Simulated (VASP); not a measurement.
Crystal: Cd3HgTe4.

```
CELL_PARAMETERS angstrom
6.19108 0.00000 0.00000
0.00000 6.19108 0.00000
0.00000 0.00000 6.19108
ATOMIC_POSITIONS crystal
Cd 0.00000 0.00000 0.50000
Cd 0.00000 0.50000 0.00000
Cd 0.50000 0.00000 0.00000
Hg 0.50000 0.50000 0.50000
Te 0.25000 0.25000 0.25000
Te 0.25000 0.75000 0.75000
Te 0.75000 0.25000 0.75000
Te 0.75000 0.75000 0.25000
```

- Program: VASP 6.6.1
- Task: relaxation of cell and atoms
- Functional: PBE
- Potentials or basis: VASP PAW PBE potentials, release 64 (Cd, Hg, Te)
- Cutoff: 600 eV
- k mesh: 4 × 4 × 4
- Occupations: gaussian, width 0.1 eV
- Spin: no spin polarisation

At the start: pressure 11.9 GPa; volume 29.66 Å³/atom.

Q: How do energy, volume and symmetry change on relaxing?

A: Over 3 steps the energy falls by 206.1 meV/atom and the volume is 36.37 Å³/atom (+22.6 %); space group P-43m (No. 215, to 0.05 Å).

The path:
```
step  energy change (eV)  largest force (eV/Å)  pressure (GPa)  volume (Å³)
   1              0.0000                0.1695           11.89       237.30
   2             -1.3841                0.0138           -2.62       321.18
   3             -1.6485                0.0269            0.09       290.98
```

Final structure:
```xyz
8
Lattice="6.6265 0.0000 0.0000 0.0000 6.6265 0.0000 0.0000 0.0000 6.6265" Properties=species:S:1:pos:R:3 pbc="T T T"
Cd    0.0000    0.0000    3.3133
Cd    0.0000    3.3133    0.0000
Cd    3.3133    0.0000    0.0000
Hg    3.3133    3.3133    3.3133
Te    1.6531    1.6531    1.6531
Te    1.6531    4.9734    4.9734
Te    4.9734    1.6531    4.9734
Te    4.9734    4.9734    1.6531
```

Caveat: the volume moved by over 15 % at a fixed basis, so the end points are rough.
